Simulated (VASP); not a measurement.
# SeS (F-43m) in VASP: notebook

Runs on SeS. Level: PBE. Tasks: single point, relaxation of cell and atoms.

Program: VASP 6.6.1. These are calculated values, not measurements. Logs are shortened: lines on timing, memory, paths and dates and some standing lists are left out, and cuts for length are marked.

## 1. The cell of the first run

Symmetry: F-43m, No. 216, cubic system. The conventional cell has a = 6.064 Å, b = 6.064 Å, c = 6.064 Å, α = 90.00°, β = 90.00°, γ = 90.00°. Within 3.5 Å of Se (site symmetry -43m) lie 4 S at 2.63 Å. S (site symmetry -43m) has 4 Se at 2.63 Å within 3.5 Å.

## 2. Single point, PBE

INCAR reads:

```
SYSTEM = SeS
PREC     = Accurate       ! precision mode
ENCUT    = 520            ! plane-wave cutoff, eV
EDIFF    = 1E-7           ! SCF threshold, eV
ISMEAR   = 0              ! smearing method
SIGMA    = 0.1            ! smearing width, eV
LREAL    = .False.        ! projectors in reciprocal space
LASPH    = .True.         ! aspherical terms in the spheres
NELM     = 80             ! most SCF steps
ALGO     = Normal         ! electronic algorithm
ISIF     = 2              ! what is computed and relaxed
LWAVE    = .False.        ! write WAVECAR
LCHARG   = .True.         ! write CHGCAR
GGA      = PE             ! functional
LELF     = .True.         ! ELF
LVHAR    = .True.       
NBANDS   = 13             ! bands
```

KPOINTS reads:

```
Automatic mesh
0
Gamma
  16 16 16
  0 0 0
```

POSCAR reads:

```
SeS
1.0
    0.0000000000      3.0322451837      3.0322451837
    3.0322451837      0.0000000000      3.0322451837
    3.0322451837      3.0322451837      0.0000000000
Se S
1 1
Direct
    0.0000000000      0.0000000000      0.0000000000
    0.7500000000      0.7500000000      0.7500000000
```

Potentials or basis: VASP PAW PBE potentials, release 64 (Se, S).

Started as:

```bash
> cat potpaw_PBE.64/Se/POTCAR potpaw_PBE.64/S/POTCAR > POTCAR
> mpirun -np 1 vasp_std > vasp.out
```

OUTCAR:

```text
SYSTEM = SeS
   PREC = Accurate
   ENCUT = 520
   EDIFF = 1E-7
   ISMEAR = 0
   LREAL = .False.
   LASPH = .True.
   NELM = 80
   ISIF = 2
   GGA = PE

 ion  position               nearest neighbor table
   1  0.000  0.000  0.000-   2 2.63   2 2.63   2 2.63   2 2.63
   2  0.750  0.750  0.750-   1 2.63   1 2.63   1 2.63   1 2.63

  LATTYP: Found a face centered cubic cell.
 ALAT       =     6.0644903674

  Lattice vectors:

 A1 = (   0.0000000000,   3.0322451837,   3.0322451837)
 A2 = (   3.0322451837,   0.0000000000,   3.0322451837)
 A3 = (   3.0322451837,   3.0322451837,   0.0000000000)

Analysis of symmetry for initial positions (statically):
=====================================================================
 Subroutine PRICEL returns:
 Original cell was already a primitive cell.

 Routine SETGRP: Setting up the symmetry group for a
 face centered cubic supercell.

 Subroutine GETGRP returns: Found 24 space group operations
 (whereof 24 operations were pure point group operations)
 out of a pool of 48 trial point group operations.

The static configuration has the point symmetry T_d .

Analysis of symmetry for dynamics (positions and initial velocities):
=====================================================================
 Subroutine PRICEL returns:
 Original cell was already a primitive cell.

 Routine SETGRP: Setting up the symmetry group for a
 face centered cubic supercell.

 Subroutine GETGRP returns: Found 24 space group operations
 (whereof 24 operations were pure point group operations)
 out of a pool of 48 trial point group operations.

The dynamic configuration has the point symmetry T_d .

 Subroutine INISYM returns: Found 24 space group operations
 (whereof 24 operations are pure point group operations),
 and found     1 'primitive' translations

----------------------------------------------------------------------------------------

                                     Primitive cell

  volume of cell :      55.7600

  direct lattice vectors                    reciprocal lattice vectors
     0.000000000  3.032245184  3.032245184    -0.164894317  0.164894317  0.164894317
     3.032245184  0.000000000  3.032245184     0.164894317 -0.164894317  0.164894317
     3.032245184  3.032245184  0.000000000     0.164894317  0.164894317 -0.164894317

  length of vectors
     4.288242263  4.288242263  4.288242263     0.285605336  0.285605336  0.285605336

  position of ions in fractional coordinates (direct lattice)
     0.000000000  0.000000000  0.000000000
     0.750000000  0.750000000  0.750000000

  ion indices of the primitive-cell ions
   primitive index   ion index
                 1           1
                 2           2

----------------------------------------------------------------------------------------

 KPOINTS: Automatic mesh

Automatic generation of k-mesh.
 Grid dimensions read from file:
 generate k-points for:   16   16   16

 Generating k-lattice:

  Cartesian coordinates                     Fractional coordinates (reciprocal lattice)
    -0.010305895  0.010305895  0.010305895     0.062500000  0.000000000  0.000000000
     0.010305895 -0.010305895  0.010305895     0.000000000  0.062500000  0.000000000
     0.010305895  0.010305895 -0.010305895     0.000000000  0.000000000  0.062500000

  Length of vectors
     0.017850333  0.017850333  0.017850333

  Shift w.r.t. Gamma in fractional coordinates (k-lattice)
     0.000000000  0.000000000  0.000000000

 Subroutine IBZKPT returns following result:
 ===========================================

 Found    145 irreducible k-points:

 Following reciprocal coordinates:
            Coordinates               Weight
  0.000000  0.000000  0.000000      1.000000
  0.062500  0.000000  0.000000      8.000000
  0.125000  0.000000  0.000000      8.000000
  0.187500  0.000000  0.000000      8.000000
  0.250000  0.000000  0.000000      8.000000
  0.312500  0.000000  0.000000      8.000000
[... 16 lines left out ...]
 -0.125000  0.062500  0.000000     24.000000
 -0.062500  0.062500  0.000000     12.000000
 [... further k-points ...]
   k-points           NKPTS =    145   k-points in BZ     NKDIM =    145   number of bands    NBANDS=     13
   number of dos      NEDOS =    301   number of ions     NIONS =      2
   total plane-waves  NPLWV =  32768
   dimension x,y,z NGX =    32 NGY =   32 NGZ =   32
   dimension x,y,z NGXF=    64 NGYF=   64 NGZF=   64
   ions per type =               1   1
   NGX,Y,Z   is equivalent  to a cutoff of  12.41, 12.41, 12.41 a.u.
   NGXF,Y,Z  is equivalent  to a cutoff of  24.81, 24.81, 24.81 a.u.
 SYSTEM =  SeS
   PREC   = accura    normal or accurate (medium, high low for compatibility)
   ISTART =      0    job   : 0-new  1-cont  2-samecut
   ICHARG =      2    charge: 1-file 2-atom 10-const
   ISPIN  =      1    spin polarized calculation?
   LNONCOLLINEAR =      F non collinear calculations
   LSORBIT =      F    spin-orbit coupling
   LASPH  =      T    aspherical Exc in radial PAW
   ENCUT  =  520.0 eV  38.22 Ry    6.18 a.u.   7.97  7.97  7.97*2*pi/ulx,y,z
   NELM   =     80;   NELMIN=  2; NELMDL= -5     # of ELM steps
   EDIFF  = 0.1E-06   stopping-criterion for ELM
   LREAL  =      F    real-space projection
   EDIFFG = 0.1E-05   stopping-criterion for IOM
   NSW    =      0    number of steps for IOM
   IBRION =     -1    ionic relax: 0-MD 1-quasi-New 2-CG
   NFREE  =      0    steps in history (QN), initial steepest desc. (CG)
   ISIF   =      2    stress and relaxation
   ISYM   =      2    0-nonsym 1-usesym 2-fastsym
   POTIM  = 0.5000    time-step for ionic-motion
   TEBEG  =    0.0;   TEEND  =   0.0 temperature during run
   PSTRESS=    0.0 pullay stress
   NELECT =      12.0000    total number of electrons
   NUPDOWN=      -1.0000    fix difference up-down
   EMIN   =  10.00;   EMAX   =-10.00  energy-range for DOS
   EFERMI =   0.00;   METHOD = LEGACY
   ISMEAR =     0;   SIGMA  =   0.10  broadening in eV -4-tet -1-fermi 0-gaus
   EFERMI_NEDOS =   21; number of points for ismear=-14 and -15
   IALGO  =     38    algorithm
   IMIX   =      4    mixing-type and parameters
     AMIX     =   0.40;   BMIX     =  1.00
     AMIX_MAG =   1.60;   BMIX_MAG =  1.00
  volume/ion in A,a.u.               =      27.88       188.14
  Fermi-wavevector in a.u.,A,eV,Ry     =   0.981057  1.853929 13.095239  0.962473
  Thomas-Fermi vector in A             =   2.112035
   LORBIT       =      0    0 simple, 1 ext, 2 COOP (PROOUT), +10 PAW based schemes
   GGA     = PE    functional components
   LHFCALC =     F    Hartree Fock is set to
   AEXX    =    0.0000 exact exchange contribution
   IVDW    =     0    specifies the selected vdW correction
   LEPSILON=     F    determine dielectric tensor
   LRPA    =     F    only Hartree local field effects (RPA)
 non-spin polarized calculation
 Gauss-broadening in eV      SIGMA  =   0.10
  energy-cutoff  :      520.00
  volume of cell :       55.76
 maximum number of plane-waves:      1524
   NGX = 15   NGY = 15   NGZ = 15

 number of electron      12.0000003 magnetization

 Free energy of the ion-electron system (eV)
  ---------------------------------------------------
  ext. energy  EPLUGINS =         0.00000000
  ---------------------------------------------------
  free energy    TOTEN  =        -6.15121162 eV

  energy without entropy =       -6.14152981  energy(sigma->0) =       -6.14637072

 E-fermi :   2.6679     XC(G=0):  -8.4134

 val. band max:        2.6385848106   @ k =  -0.3125   0.2500   0.0625
 cond. band min:       2.6712702278   @ k =  -0.4375   0.1875   0.0000
 fundamental gap:      0.0326854171
 Fermi energy:         2.6679349264

 k-point     1 :       0.0000    0.0000    0.0000
  band No.  band energies     occupation
      1     -12.7938      2.00000
      2      -7.0659      2.00000
      3      -0.9396      2.00000
      4      -0.9396      2.00000
      5      -0.9396      2.00000
      6       1.8595      2.00000
      7       1.8595      2.00000
      8       1.8595      2.00000
      9       7.5965      0.00000
     10      10.4666      0.00000
     11      10.4666      0.00000
     12      12.7203      0.00000
     13      12.7203      0.00000

 k-point     2 :       0.0625    0.0000    0.0000
  band No.  band energies     occupation
      1     -12.7654      2.00000
      2      -7.1454      2.00000
      3      -0.9775      2.00000
      4      -0.9775      2.00000
      5      -0.9459      2.00000
      6       1.9100      2.00000
      7       1.9159      2.00000
      8       1.9159      2.00000
      9       7.7277      0.00000
     10      10.3492      0.00000
     11      10.3492      0.00000
     12      12.6044      0.00000
     13      12.9628      0.00000

 k-point     3 :       0.1250    0.0000    0.0000
  band No.  band energies     occupation
      1     -12.6816      2.00000
      2      -7.3693      2.00000
      3      -1.0781      2.00000
      4      -1.0781      2.00000
      5      -0.9784      2.00000
      6       2.0677      2.00000
      7       2.0677      2.00000
      8       2.0789      2.00000
      9       8.0844      0.00000
     10      10.1217      0.00000
     11      10.1217      0.00000
     12      12.3565      0.00000
     13      13.5587      0.00000
[... 305 lines left out ...]
 k-point    23 :      -0.1250    0.0625    0.0000
  band No.  band energies     occupation
      1     -12.6172      2.00000
      2      -7.5302      2.00000
      3      -1.3401      2.00000
      4      -1.0742      2.00000
      5      -0.8665      2.00000
      6       2.0475      2.00000
      7       2.0757      2.00000
      8       2.4170      1.99961
      9       8.3359      0.00000
     10       9.7686      0.00000
     11      10.2187      0.00000
     12      12.5067      0.00000
     13      13.4316      0.00000

 k-point    24 :      -0.0625    0.0625    0.0000
  band No.  band energies     occupation
      1     -12.7185      2.00000
      2      -7.2725      2.00000
      3      -1.1393      2.00000
      4      -0.9913      2.00000
      5      -0.8955      2.00000
      6       1.9224      2.00000
      7       1.9443      2.00000
      8       2.1340      2.00000
      9       7.9348      0.00000
     10      10.0446      0.00000
     11      10.3556      0.00000
     12      12.6788      0.00000
     13      12.9168      0.00000

 [... further k-points ...]
[... 5 lines left out ...]
  --------------------------------------------------------------------------------------
  -------------------------------------------------------------------------------------
  Total        0.0001629      0.0001629      0.0001629      0.0000000     -0.0000000      0.0000000
  in kB        0.0046815      0.0046815      0.0046815      0.0000000     -0.0000000      0.0000000
  external PRESSURE =       0.0046815 kB  Pullay stress =       0.0000000 kB

 VOLUME and BASIS-vectors are now :
 -----------------------------------------------------------------------------
  energy-cutoff  :      520.00
  volume of cell :       55.76
      direct lattice vectors                 reciprocal lattice vectors
     0.000000000  3.032245184  3.032245184    -0.164894317  0.164894317  0.164894317
     3.032245184  0.000000000  3.032245184     0.164894317 -0.164894317  0.164894317
     3.032245184  3.032245184  0.000000000     0.164894317  0.164894317 -0.164894317

 POSITION                                       TOTAL-FORCE (eV/Angst)
 -----------------------------------------------------------------------------------
      0.00000      0.00000      0.00000         0.000000     -0.000000      0.000000
      4.54837      4.54837      4.54837        -0.000000      0.000000     -0.000000
 -----------------------------------------------------------------------------------
    total drift:                                0.000000      0.000000      0.000000

  FREE ENERGIE OF THE ION-ELECTRON SYSTEM (eV)
  ---------------------------------------------------
  free  energy   TOTEN  =        -6.1512116181 eV

  energy  without entropy=       -6.1415298126  energy(sigma->0) =       -6.14637072
```

Run time: 34 s. Hardware: 1 thread of AMD EPYC 9R45 (Zen 5), shared host; peak memory 0.22 GiB.

What came out:

* Free energy: -6.1512 eV
* Pressure: 0.0 GPa
* Band gap on the k mesh: zero (bands 6 and 7 overlap by 1.09 eV)

Levels at points of the mesh, in eV from the Fermi level:
| k point | band 2 | band 3 | band 4 | band 5 | band 6 | band 7 | band 8 | band 9 | band 10 | band 11 |
| --- | --- | --- | --- | --- | --- | --- | --- | --- | --- | --- |
| (0.00, 0.00, 0.00) | -9.73 | -3.61 | -3.61 | -3.61 | -0.81 | -0.81 | -0.81 | 4.93 | 7.80 | 7.80 |
| (0.50, 0.00, 0.00) | -11.91 | -4.32 | -4.32 | -4.18 | 0.28 | 0.28 | 1.73 | 7.20 | 7.52 | 8.27 |
| (0.50, 0.50, 0.00) | -13.11 | -5.12 | -5.12 | -2.09 | -1.84 | 2.18 | 2.18 | 6.21 | 6.77 | 9.96 |

## 3. Relaxation of cell and atoms, PBE

This run uses another cell than the first one, of 26.34 Å³/atom.

INCAR reads:

```
PREC     = Accurate       # precision mode
ENCUT    = 600            # plane-wave cutoff, eV
EDIFF    = 1E-6           # SCF threshold, eV
ISMEAR   = 0              # smearing method
SIGMA    = 0.1            # smearing width, eV
LREAL    = False          # projectors in reciprocal space
LASPH    = True           # aspherical terms in the spheres
NELM     = 60             # most SCF steps
ALGO     = Normal         # electronic algorithm
ISIF     = 3              # what is computed and relaxed
LWAVE    = False          # write WAVECAR
LCHARG   = False          # write CHGCAR
GGA      = PE             # functional
IBRION   = 2              # ionic algorithm
NSW      = 100            # ionic steps
EDIFFG   = -0.01          # ionic threshold
```

KPOINTS reads:

```
regular mesh
0
Gamma
  16 16 16
```

POSCAR reads:

```
SeS
1.0
    0.0000000000      2.9755030445      2.9755030445
    2.9755030445      0.0000000000      2.9755030445
    2.9755030445      2.9755030445      0.0000000000
Se S
1 1
Direct
    0.0000000000      0.0000000000      0.0000000000
    0.7500000000      0.7500000000      0.7500000000
```

Potentials or basis: VASP PAW PBE potentials, release 64 (Se, S).

Started as:

```bash
> cat potpaw_PBE.64/Se/POTCAR potpaw_PBE.64/S/POTCAR > POTCAR
> mpirun -np 1 vasp_std > vasp.out
```

It took 78 s on 1 thread of AMD EPYC 9R45 (Zen 5), shared host; peak memory 0.26 GiB.

It converged, with:

* Free energy: -6.1512 eV
* Relaxed volume: 27.88 Å³/atom
* Relaxed cell: a = 4.288 Å, b = 4.288 Å, c = 4.288 Å, α = 60.00°, β = 60.00°, γ = 60.00°
* Space group after relaxing (to 0.1 Å): F-43m (No. 216)
* Energy gained by relaxing: 12.2 meV/atom
* Ionic steps: 3
* Pressure after relaxing: 0.0 GPa
* Band gap on the k mesh: zero (bands 6 and 7 overlap by 1.09 eV)

Step by step:
```
step  energy change (eV)  largest force (eV/Å)  pressure (GPa)  volume (Å³)
   1              0.0000                0.0000            2.65        52.69
   2             -0.0241                0.0000           -0.23        56.09
   3             -0.0243                0.0000            0.00        55.77
```

Final structure:
```xyz
2
Lattice="0.0000 3.0323 3.0323 3.0323 0.0000 3.0323 3.0323 3.0323 0.0000" Properties=species:S:1:pos:R:3 pbc="T T T"
Se    0.0000    0.0000    0.0000
S     4.5485    4.5485    4.5485
```

Levels at points of the mesh, in eV from the Fermi level:
```csv
k point,band 4,band 5,band 6,band 7,band 8,band 9
"(0.00, 0.00, 0.00)",-3.61,-3.61,-0.81,-0.81,-0.81,4.93
"(0.50, 0.00, 0.00)",-4.32,-4.18,0.28,0.28,1.73,7.20
"(0.50, 0.50, 0.00)",-5.12,-2.09,-1.84,2.18,2.18,6.21
```

The gap in the log of VASP goes by the Fermi energy; the results here count the filled bands.